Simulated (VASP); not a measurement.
Set up this calculation in VASP 6.6.1, as the native input.

```yaml
Task: single point
Functional: PBEsol
Potentials_or_basis: VASP PAW PBE potentials, release 64 (Mg, O)
Cutoff: 520 eV
k_mesh: 9 × 9 × 6
Occupations: gaussian, width 0.05 eV
Spin: no spin polarisation
Dipole_correction: no
Further_INCAR_settings: ALGO = Normal; EDIFF = 1e-07; NBANDS = 16
```

The structure of MgO lies in POSCAR:

```
MgO
1.0
    3.6804547285      0.0000000000      0.0000000000
   -1.8402273643      3.1873672923      0.0000000000
    0.0000000000      0.0000000000      3.7490278863
Mg O
2 2
Direct
    0.6666666667      0.3333333333      0.7500000000
    0.3333333333      0.6666666667      0.2500000000
    0.6666666667      0.3333333333      0.2500000000
    0.3333333333      0.6666666667      0.7500000000
```

This cell differs from its parent crystal: ratio of the length along z to the lengths across it x 0.85, volume and fractional coordinates fixed.

The input as run:

INCAR

```
SYSTEM = MgO
ALGO = Normal
EDIFF = 1E-7
ENCUT = 520
GGA = PS
ISIF = 2
ISMEAR = 0
LASPH = .TRUE.
LCHARG = .FALSE.
LREAL = .FALSE.
LWAVE = .FALSE.
NBANDS = 16
NELM = 60
PREC = Accurate
SIGMA = 0.05
```

KPOINTS

```
k-points
0
G
  9 9 6
  0 0 0
```

Potentials or basis: VASP PAW PBE potentials, release 64 (Mg, O).

Command:

```sh
$ cat potpaw_PBE.64/Mg/POTCAR potpaw_PBE.64/O/POTCAR > POTCAR
$ mpirun -np 1 vasp_std > vasp.out
```

It gave:

The pressure is 10.5 GPa and the band gap on the k mesh is 3.40 eV, indirect (least direct gap 3.46 eV).

Caveat: the PAW data sets were made with another functional, which shifts forces and pressure a little.

It took 22 s on 1 thread of Intel(R) Xeon(R) Platinum 8488C (Sapphire Rapids) (shared host), peak memory 0.17 GiB.
